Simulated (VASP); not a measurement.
# In2O3 (I2_13) in VASP: single point with PBE

Aim: the single point of In2O3 with PBE.

Program: VASP 6.6.1. These are calculated values, not measurements. Logs are shortened: lines on timing, memory, paths and dates and some standing lists are left out, and cuts for length are marked.

### 1 The cell of the first run

The typed cell holds 40 atoms: a = 8.764 Å, b = 8.764 Å, c = 8.764 Å, α = 109.47°, β = 109.47°, γ = 109.47°.

### 2 Single point, PBE

Contents of INCAR:

```
PREC = Accurate
ENCUT = 520
EDIFF = 1E-6
ISMEAR = -1
SIGMA = 0.02
LREAL = Auto
LASPH = T
NELM = 80
ALGO = Normal
ISIF = 2
LWAVE = F
LCHARG = T
GGA = PE
LELF = T
LVHAR = T
NBANDS = 202
```

Contents of KPOINTS:

```
regular mesh
0
Gamma
  3 3 3
```

Contents of POSCAR:

```
In2O3
1.0
   -5.0600000000      5.0600000000      5.0600000000
    5.0600000000     -5.0600000000      5.0600000000
    5.0600000000      5.0600000000     -5.0600000000
In O
16 24
Direct
    0.5000563614      0.5000563614      0.5000563614
    0.5000000000      0.0000000000     -0.0000563614
   -0.0000563614      0.5000000000      0.0000000000
    0.0000000000     -0.0000563614      0.5000000000
    0.2500000000      0.2162312703     -0.0337687297
    0.7500000000      0.2837687297      0.5337687297
   -0.0337687297      0.2500000000      0.2162312703
    0.5337687297      0.7500000000      0.2837687297
    0.2162312703     -0.0337687297      0.2500000000
    0.2837687297      0.5337687297      0.7500000000
    0.2500000000      0.7162957176      0.4662957176
    0.7500000000      0.7837042824      1.0337042824
    0.4662957176      0.2500000000      0.7162957176
    1.0337042824      0.7500000000      0.7837042824
    0.7162957176      0.4662957176      0.2500000000
    0.7837042824      1.0337042824      0.7500000000
    0.4541760290      0.4638612255      0.2274374085
    0.7364238170      0.2267386204      0.2725625915
    0.0458239710      0.2732613796      0.0096851965
    0.7635761830      0.0361387745      0.4903148035
    0.2274374085      0.4541760290      0.4638612255
    0.2725625915      0.7364238170      0.2267386204
    0.0096851965      0.0458239710      0.2732613796
    0.4903148035      0.7635761830      0.0361387745
    0.4638612255      0.2274374085      0.4541760290
    0.2267386204      0.2725625915      0.7364238170
    0.2732613796      0.0096851965      0.0458239710
    0.0361387745      0.4903148035      0.7635761830
    0.7725646483      0.5457685786      0.5360924082
    0.5096761704      0.2364722401     -0.0360924082
    0.7274353517      0.2635277599      0.7732039303
   -0.0096761704     -0.0457685786      0.7267960697
    0.5360924082      0.7725646483      0.5457685786
   -0.0360924082      0.5096761704      0.2364722401
    0.7732039303      0.7274353517      0.2635277599
    0.7267960697     -0.0096761704     -0.0457685786
    0.5457685786      0.5360924082      0.7725646483
    0.2364722401     -0.0360924082      0.5096761704
    0.2635277599      0.7732039303      0.7274353517
   -0.0457685786      0.7267960697     -0.0096761704
```

Potentials or basis: VASP PAW PBE potentials, release 64 (In_d, O).

Launch:

```bash
> cat potpaw_PBE.64/In_d/POTCAR potpaw_PBE.64/O/POTCAR > POTCAR
> mpirun -np 1 vasp_std > vasp.out
```

OUTCAR:

```text
PREC = Accurate
   ENCUT = 520
   EDIFF = 1E-6
   ISMEAR = -1
   LREAL = Auto
   LASPH = T
   NELM = 80
   ISIF = 2
   GGA = PE

 ion  position               nearest neighbor table
   1  0.500  0.500  0.500-  37 2.18  33 2.18  29 2.18  17 2.18  21 2.18  25 2.18   6 3.35   8 3.35
                            10 3.35  11 3.35  13 3.35  15 3.35  14 3.83  16 3.83  12 3.83   5 3.83
   2  0.500  0.000  1.000-  30 2.18  36 2.18  39 2.18  27 2.18  18 2.18  24 2.18   5 3.35   7 3.35
                            10 3.35  12 3.35  14 3.35  15 3.35  13 3.83  16 3.83  11 3.83   8 3.83
   3  1.000  0.500  0.000-  31 2.18  34 2.18  40 2.18  19 2.18  22 2.18  28 2.18   6 3.35   7 3.35
                             9 3.35  11 3.35  14 3.35  16 3.35  15 3.83  12 3.83  13 3.83   5 3.83
   4  0.000  1.000  0.500-  35 2.18  38 2.18  32 2.18  23 2.18  26 2.18  20 2.18   5 3.35   8 3.35
                             9 3.35  12 3.35  13 3.35  16 3.35  14 3.83  11 3.83  15 3.83   7 3.83
   5  0.250  0.216  0.966-  17 2.13  19 2.13  26 2.19  27 2.19  30 2.23  32 2.23   2 3.35   4 3.35
                            14 3.36  13 3.36  15 3.36  16 3.36   3 3.83   1 3.83  10 3.84   9 3.84
   6  0.750  0.284  0.534-  18 2.13  20 2.13  28 2.19  25 2.19  29 2.23  31 2.23   1 3.35   3 3.35
                            13 3.36  14 3.36  16 3.36  15 3.36   4 3.83   2 3.83   7 3.84  10 3.84
   7  0.966  0.250  0.216-  21 2.13  23 2.13  18 2.19  19 2.19  34 2.23  36 2.23   2 3.35   3 3.35
                            15 3.36  16 3.36  11 3.36  12 3.36   1 3.83   4 3.83   6 3.84  10 3.84
   8  0.534  0.750  0.284-  22 2.13  24 2.13  20 2.19  17 2.19  33 2.23  35 2.23   1 3.35   4 3.35
                            15 3.36  16 3.36  12 3.36  11 3.36   2 3.83   3 3.83  10 3.84   5 3.84
   9  0.216  0.966  0.250-  25 2.13  27 2.13  22 2.19  23 2.19  38 2.23  40 2.23   3 3.35   4 3.35
[... 37 lines left out ...]
  39  0.264  0.773  0.727-  11 2.13   2 2.18  14 2.19  10 2.23
  40  0.954  0.727  0.990-  12 2.13   3 2.18  14 2.19   9 2.23

  LATTYP: Found a body centered cubic cell.
 ALAT       =    10.1200000000

  Lattice vectors:

 A1 = (  -5.0600000000,   5.0600000000,   5.0600000000)
 A2 = (   5.0600000000,  -5.0600000000,   5.0600000000)
 A3 = (   5.0600000000,   5.0600000000,  -5.0600000000)

Analysis of symmetry for initial positions (statically):
=====================================================================
 Subroutine PRICEL returns:
 Original cell was already a primitive cell.

 Routine SETGRP: Setting up the symmetry group for a
 body centered cubic supercell.

 Subroutine GETGRP returns: Found 12 space group operations
 (whereof  3 operations were pure point group operations)
 out of a pool of 48 trial point group operations.

The static configuration has the point symmetry C_3 .
 The point group associated with its full space group is T   .

Analysis of symmetry for dynamics (positions and initial velocities):
=====================================================================
 Subroutine PRICEL returns:
 Original cell was already a primitive cell.

 Routine SETGRP: Setting up the symmetry group for a
 body centered cubic supercell.

 Subroutine GETGRP returns: Found 12 space group operations
 (whereof  3 operations were pure point group operations)
 out of a pool of 48 trial point group operations.

The dynamic configuration has the point symmetry C_3 .
 The point group associated with its full space group is T   .

 Subroutine INISYM returns: Found 12 space group operations
 (whereof  3 operations are pure point group operations),
 and found     1 'primitive' translations

----------------------------------------------------------------------------------------

                                     Primitive cell

  volume of cell :     518.2169

  direct lattice vectors                    reciprocal lattice vectors
    -5.060000000  5.060000000  5.060000000     0.000000000  0.098814229  0.098814229
     5.060000000 -5.060000000  5.060000000     0.098814229  0.000000000  0.098814229
     5.060000000  5.060000000 -5.060000000     0.098814229  0.098814229  0.000000000

  length of vectors
     8.764177086  8.764177086  8.764177086     0.139744423  0.139744423  0.139744423

  position of ions in fractional coordinates (direct lattice)
     0.500056361  0.500056361  0.500056361
     0.500000000  0.000000000  0.999943639
     0.999943639  0.500000000  0.000000000
     0.000000000  0.999943639  0.500000000
     0.250000000  0.216231270  0.966231270
     0.750000000  0.283768730  0.533768730
[... 32 lines left out ...]
     0.263527760  0.773203930  0.727435352
     0.954231421  0.726796070  0.990323830

  ion indices of the primitive-cell ions
   primitive index   ion index
                 1           1
                 2           2
                 3           3
                 4           4
                 5           5
                 6           6
[... 32 lines left out ...]
                39          39
                40          40

----------------------------------------------------------------------------------------

 KPOINTS: regular mesh

Automatic generation of k-mesh.
 Grid dimensions read from file:
 generate k-points for:    3    3    3

 Generating k-lattice:

  Cartesian coordinates                     Fractional coordinates (reciprocal lattice)
     0.000000000  0.032938076  0.032938076     0.333333333  0.000000000  0.000000000
     0.032938076  0.000000000  0.032938076     0.000000000  0.333333333  0.000000000
     0.032938076  0.032938076  0.000000000     0.000000000  0.000000000  0.333333333

  Length of vectors
     0.046581474  0.046581474  0.046581474

  Shift w.r.t. Gamma in fractional coordinates (k-lattice)
     0.000000000  0.000000000  0.000000000

 Subroutine IBZKPT returns following result:
 ===========================================

 Found      4 irreducible k-points:

 Following reciprocal coordinates:
            Coordinates               Weight
  0.000000  0.000000  0.000000      1.000000
  0.333333  0.000000  0.000000     12.000000
  0.333333  0.333333  0.000000      8.000000
 -0.333333  0.333333  0.333333      6.000000
   k-points           NKPTS =      4   k-points in BZ     NKDIM =      4   number of bands    NBANDS=    202
   number of dos      NEDOS =    301   number of ions     NIONS =     40
   total plane-waves  NPLWV = 343000
   dimension x,y,z NGX =    70 NGY =   70 NGZ =   70
   dimension x,y,z NGXF=   140 NGYF=  140 NGZF=  140
   ions per type =              16  24
   NGX,Y,Z   is equivalent  to a cutoff of  13.28, 13.28, 13.28 a.u.
   NGXF,Y,Z  is equivalent  to a cutoff of  26.56, 26.56, 26.56 a.u.
 SYSTEM =  unknown system
   PREC   = accura    normal or accurate (medium, high low for compatibility)
   ISTART =      0    job   : 0-new  1-cont  2-samecut
   ICHARG =      2    charge: 1-file 2-atom 10-const
   ISPIN  =      1    spin polarized calculation?
   LNONCOLLINEAR =      F non collinear calculations
   LSORBIT =      F    spin-orbit coupling
   LASPH  =      T    aspherical Exc in radial PAW
   ENCUT  =  520.0 eV  38.22 Ry    6.18 a.u.  16.30 16.30 16.30*2*pi/ulx,y,z
   NELM   =     80;   NELMIN=  2; NELMDL= -5     # of ELM steps
   EDIFF  = 0.1E-05   stopping-criterion for ELM
   LREAL  =      T    real-space projection
   EDIFFG = 0.1E-04   stopping-criterion for IOM
   NSW    =      0    number of steps for IOM
   IBRION =     -1    ionic relax: 0-MD 1-quasi-New 2-CG
   NFREE  =      0    steps in history (QN), initial steepest desc. (CG)
   ISIF   =      2    stress and relaxation
   ISYM   =      2    0-nonsym 1-usesym 2-fastsym
   POTIM  = 0.5000    time-step for ionic-motion
   TEBEG  =    0.0;   TEEND  =   0.0 temperature during run
   PSTRESS=    0.0 pullay stress
   NELECT =     352.0000    total number of electrons
   NUPDOWN=      -1.0000    fix difference up-down
   EMIN   =  10.00;   EMAX   =-10.00  energy-range for DOS
   EFERMI =   0.00;   METHOD = LEGACY
   ISMEAR =    -1;   SIGMA  =   0.02  broadening in eV -4-tet -1-fermi 0-gaus
   EFERMI_NEDOS =   21; number of points for ismear=-14 and -15
   IALGO  =     38    algorithm
   IMIX   =      4    mixing-type and parameters
     AMIX     =   0.40;   BMIX     =  1.00
     AMIX_MAG =   1.60;   BMIX_MAG =  1.00
  volume/ion in A,a.u.               =      12.96        87.43
  Fermi-wavevector in a.u.,A,eV,Ry     =   1.439081  2.719469 28.177037  2.070954
  Thomas-Fermi vector in A             =   2.557976
   LORBIT       =      0    0 simple, 1 ext, 2 COOP (PROOUT), +10 PAW based schemes
   GGA     = PE    functional components
   LHFCALC =     F    Hartree Fock is set to
   AEXX    =    0.0000 exact exchange contribution
   IVDW    =     0    specifies the selected vdW correction
   LEPSILON=     F    determine dielectric tensor
   LRPA    =     F    only Hartree local field effects (RPA)
 non-spin polarized calculation
  energy-cutoff  :      520.00
  volume of cell :      518.22
 maximum number of plane-waves:     14027
 NGX is ok and might be reduce to    70
   NGX = 33   NGY = 33   NGZ = 33

 number of electron     352.0000041 magnetization

 Free energy of the ion-electron system (eV)
  ---------------------------------------------------
  ext. energy  EPLUGINS =         0.00000000
  ---------------------------------------------------
  free energy    TOTEN  =      -222.37181825 eV

  energy without entropy =     -222.37181825  energy(sigma->0) =     -222.37181825

 E-fermi :   5.9856     XC(G=0): -11.0228

 val. band max:        5.5240353052   @ k =   0.0000   0.0000   0.0000
 cond. band min:       6.7219597787   @ k =   0.0000   0.0000   0.0000
 fundamental gap:      1.1979244735
 Fermi energy:         5.9855511890

 k-point     1 :       0.0000    0.0000    0.0000
  band No.  band energies     occupation
      1     -12.2818      2.00000
      2     -11.6682      2.00000
      3     -11.6682      2.00000
      4     -11.5904      2.00000
      5     -11.5904      2.00000
      6     -11.5904      2.00000
[... 753 lines left out ...]
    187      12.0402      0.00000
    188      12.1427      0.00000
 [bands above 188 left out]

------------------------ aborting loop because EDIFF is reached ----------------------------------------

  FORCE on cell =-STRESS in cart. coord.  units (eV):
  Direction    XX          YY          ZZ          XY          YZ          ZX
  --------------------------------------------------------------------------------------
  -------------------------------------------------------------------------------------
  Total       27.4389348     27.4389348     27.4389348      0.0000000     -0.0000000      0.0000000
  in kB       84.8332857     84.8332857     84.8332857      0.0000000     -0.0000000      0.0000000
  external PRESSURE =      84.8332857 kB  Pullay stress =       0.0000000 kB

 VOLUME and BASIS-vectors are now :
 -----------------------------------------------------------------------------
  energy-cutoff  :      520.00
  volume of cell :      518.22
      direct lattice vectors                 reciprocal lattice vectors
    -5.060000000  5.060000000  5.060000000     0.000000000  0.098814229  0.098814229
     5.060000000 -5.060000000  5.060000000     0.098814229  0.000000000  0.098814229
     5.060000000  5.060000000 -5.060000000     0.098814229  0.098814229  0.000000000

 POSITION                                       TOTAL-FORCE (eV/Angst)
 -----------------------------------------------------------------------------------
      2.53029      2.53029      2.53029        -0.006705     -0.006705     -0.006705
      2.52971      7.58971     -2.52971         0.006705      0.006705     -0.006705
     -2.52971      2.52971      7.58971        -0.006705      0.006705      0.006705
      7.58971     -2.52971      2.52971         0.006705     -0.006705      0.006705
      4.71826      5.06000     -2.53000         0.006838      0.000000      0.000000
      0.34174      5.06000      2.53000        -0.006838      0.000000      0.000000
[... 32 lines left out ...]
      6.25978      1.10186      1.56504         0.010768      0.003775      0.011513
      3.86022      6.16186      3.49496        -0.010768      0.003775     -0.011513
 -----------------------------------------------------------------------------------
    total drift:                                0.000000      0.000000      0.000000

  FREE ENERGIE OF THE ION-ELECTRON SYSTEM (eV)
  ---------------------------------------------------
  free  energy   TOTEN  =      -222.3718182547 eV

  energy  without entropy=     -222.3718182546  energy(sigma->0) =     -222.37181825
```

Run time: 26 min. Hardware: 1 thread of Intel Xeon Platinum 8375C at 2.90GHz (Ice Lake), shared host; peak memory 0.82 GiB.

Results:

| Property | Result |
| --- | --- |
| Free energy | -222.3718 eV |
| Pressure | 8.5 GPa |
| Largest force | 0.016 eV/Å |
| Band gap on the k mesh | 1.20 eV |

Forces in eV/Å, atoms in the order of the input:
```
In  -0.007 -0.007 -0.007
In   0.007  0.007 -0.007
In  -0.007  0.007  0.007
In   0.007 -0.007  0.007
In   0.007  0.000  0.000
In  -0.007  0.000  0.000
In   0.000  0.007  0.000
In   0.000 -0.007  0.000
In   0.000  0.000  0.007
In   0.000  0.000 -0.007
In  -0.008  0.000  0.000
In   0.008  0.000  0.000
In   0.000 -0.008  0.000
In   0.000  0.008  0.000
In   0.000  0.000 -0.008
In   0.000  0.000  0.008
O    0.010  0.009 -0.005
O   -0.010 -0.009 -0.005
O    0.010 -0.009  0.005
O   -0.010  0.009  0.005
O   -0.005  0.010  0.009
O   -0.005 -0.010 -0.009
O    0.005  0.010 -0.009
O    0.005 -0.010  0.009
O    0.009 -0.005  0.010
O   -0.009 -0.005 -0.010
O   -0.009  0.005  0.010
O    0.009  0.005 -0.010
O    0.012 -0.011 -0.004
O   -0.012  0.011 -0.004
O    0.012  0.011  0.004
O   -0.012 -0.011  0.004
O   -0.004  0.012 -0.011
O   -0.004 -0.012  0.011
O    0.004  0.012  0.011
O    0.004 -0.012 -0.011
O   -0.011 -0.004  0.012
O    0.011 -0.004 -0.012
O    0.011  0.004  0.012
O   -0.011  0.004 -0.012
```

Levels at points of the mesh, in eV from the valence-band top:
```
           k point  band 172  band 173  band 174  band 175  band 176  band 177  band 178  band 179  band 180  band 181
(0.00, 0.00, 0.00)     -0.24     -0.24      0.00      0.00      0.00      1.20      5.55      5.55      5.55      5.58
```

Caveat: the cell stands under pressure; spin-orbit coupling is left out, which moves the levels of the heavy elements.
